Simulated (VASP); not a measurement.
GaN, 4 atoms in the cell. Symmetry: P6_3mc, No. 186, hexagonal system. The conventional cell has a = 3.247 Å, b = 3.247 Å, c = 5.287 Å, α = 90.00°, β = 90.00°, γ = 120.00°. Within 2.6 Å of Ga (site symmetry 3m) lie 4 N at 1.98 to 1.99 Å. N (site symmetry 3m) has 4 Ga at 1.98 to 1.99 Å within 2.6 Å.  This cell differs from its parent crystal: strain +2.0%.

- Program: VASP 6.6.1
- Task: single point
- Functional: r2SCAN
- Potentials or basis: VASP PAW PBE potentials, release 64 (Ga_d, N)
- Cutoff: 520 eV
- k mesh: 12 × 12 × 6
- Occupations: gaussian, width 0.01 eV
- Spin: non-collinear spin, zero start, spin-orbit coupling
- Starting moments: [[0.0, 0.0, 0.0], [0.0, 0.0, 0.0], [0.0, 0.0, 0.0], [0.0, 0.0, 0.0]] μB
- Dipole correction: no
- Further INCAR settings: ALGO = Normal; EDIFF = 1e-06; NBANDS = 50

Potentials or basis: VASP PAW PBE potentials, release 64 (Ga_d, N).

The run is started by

```bash
$ cat potpaw_PBE.64/Ga_d/POTCAR potpaw_PBE.64/N/POTCAR > POTCAR
$ cp INCAR.step1 INCAR
$ mpirun -np 1 vasp_ncl > vasp.out
$ cp INCAR.step2 INCAR
$ mpirun -np 1 vasp_ncl > vasp.out
```

Hardware: 1 thread of Oxide Virtual Turin-like Processor, with other jobs on the host.

Q: Estimate the wall time of this run.

A: Run time: 58 min on 1 thread of Oxide Virtual Turin-like Processor, on a shared host, peak memory 0.51 GiB. Counts: k points 114.
